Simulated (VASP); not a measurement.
Set up this calculation in VASP 6.6.1, as the native input.

```
Task                   : single point
Functional             : PBE
Potentials or basis    : VASP PAW PBE potentials, release 64 (Si, C)
Cutoff                 : 520 eV
k mesh                 : 4 × 4 × 4
Occupations            : gaussian, width 0.05 eV
Spin                   : no spin polarisation
Dipole correction      : no
Further INCAR settings : ALGO = Normal; EDIFF = 1e-06; NBANDS = 11
```

The structure of SiC lies in POSCAR:

```
SiC
1.0
    0.0000000000      2.4403553397      1.7253312252
    2.4403553397      0.0000000000      1.7253312252
    2.4403553397      2.4403553397      0.0000000000
Si C
1 1
Direct
    0.0000000000      0.0000000000      0.0000000000
    0.7500000000      0.7500000000      0.7500000000
```

This cell differs from its parent crystal: ratio of the length along z to the lengths across it x 0.707, volume and fractional coordinates fixed.

These files were run (other wordings do the same):

INCAR

```
ALGO     = Normal         # electronic algorithm
EDIFF    = 1E-6           # SCF threshold, eV
ENCUT    = 520            # plane-wave cutoff, eV
GGA      = PE             # functional
ISIF     = 2              # what is computed and relaxed
ISMEAR   = 0              # smearing method
LASPH    = T              # aspherical terms in the spheres
LCHARG   = F              # write CHGCAR
LREAL    = F              # projectors in reciprocal space
LWAVE    = F              # write WAVECAR
NBANDS   = 11             # bands
NELM     = 80             # most SCF steps
PREC     = Accurate       # precision mode
SIGMA    = 0.05           # smearing width, eV
```

KPOINTS

```
k-points
0
Gamma
  4 4 4
```

Potentials or basis: VASP PAW PBE potentials, release 64 (Si, C).

Launch:

```console
$ cat potpaw_PBE.64/Si/POTCAR potpaw_PBE.64/C/POTCAR > POTCAR
$ mpirun -np 1 vasp_std > vasp.out
```

It gave:

```
Pressure               : -4.8 GPa
Band gap on the k mesh : zero (band 4 reaches 9.72 eV, above the bottom of band 5 at 8.71 eV)
```

Caveat: the k points lie up to 0.64 Å⁻¹ apart.

Run time: 11 s on 1 thread of AMD EPYC 7R13, with other jobs on the host, peak memory 0.1 GiB.
